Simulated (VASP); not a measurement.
Input of a VASP 6.6.1 run:

INCAR

```
PREC = Accurate
ENCUT = 520
EDIFF = 1E-6
ISMEAR = -1
SIGMA = 0.03
LREAL = False
LASPH = True
NELM = 150
ALGO = Normal
ISIF = 2
LWAVE = False
LCHARG = False
ISPIN = 2
MAGMOM = 4
LORBIT = 11
LMAXMIX = 4
GGA = PE
NBANDS = 16
```

File KPOINTS:

```
Automatic mesh
0
Gamma
  20 20 20
```

File POSCAR:

```
Mn
1.0
   -1.3981951056      1.3981951056      1.3981951056
    1.3981951056     -1.3981951056      1.3981951056
    1.3981951056      1.3981951056     -1.3981951056
Mn
1
Direct
    0.0000000000      0.0000000000      0.0000000000
```

Potentials or basis: VASP PAW PBE potentials, release 64 (Mn_pv).

Run with:

```bash
$ cat potpaw_PBE.64/Mn_pv/POTCAR > POTCAR
$ mpirun -np 1 vasp_std > vasp.out
```

Question: What does it give for the site moments?

Answer: Mn +0.86 μB.

Question: Estimate the net moment.

Answer: 0.87 μB per cell.

Question: What does it give for the pressure?

Answer: 0.0 GPa.
